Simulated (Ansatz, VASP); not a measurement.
**WSe: VASP beside Ansatz**

```
W Se
1.0
     3.14626    0.00000    0.00000
    -1.57313    2.72474    0.00000
     0.00000    0.00000    7.70929
W Se
2 2
Direct
  0.00000 0.00000 0.00000
  0.00000 0.00000 0.50000
  0.33333 0.66667 0.25000
  0.66667 0.33333 0.75000
```

Alike in both runs: functional PBE; k mesh 18 × 18 × 6; occupations gaussian, width 0.1 eV; no spin polarisation.

Ansatz relaxed the structure, and its values are those at the end. VASP's run is a single point on that final structure, the one shown.

|  | VASP | Ansatz |
| --- | --- | --- |
| version | VASP 6.6.1 | Ansatz 0.2.0 |
| potentials or method | VASP PAW PBE potentials, release 64 (W_sv, Se), cutoff 520 eV | scalar-relativistic, plane waves, PAW |
| valence electrons in the cell | 40 | 60 |

VASP gave:

```
gap on the k mesh at the Fermi level (eV) : none
pressure (GPa)                            : 0.4
```

Problem. Which values does Ansatz return?

Solution. gap on the k mesh at the Fermi level (eV): none; pressure (GPa): 0.0.

A gap of «none» marks a metal or a gap that the smearing closes. VASP's potentials hold 40 valence electrons a cell and Ansatz's 60, so a difference there can come from the potentials and not from the codes.

Neither program's run includes spin-orbit coupling.
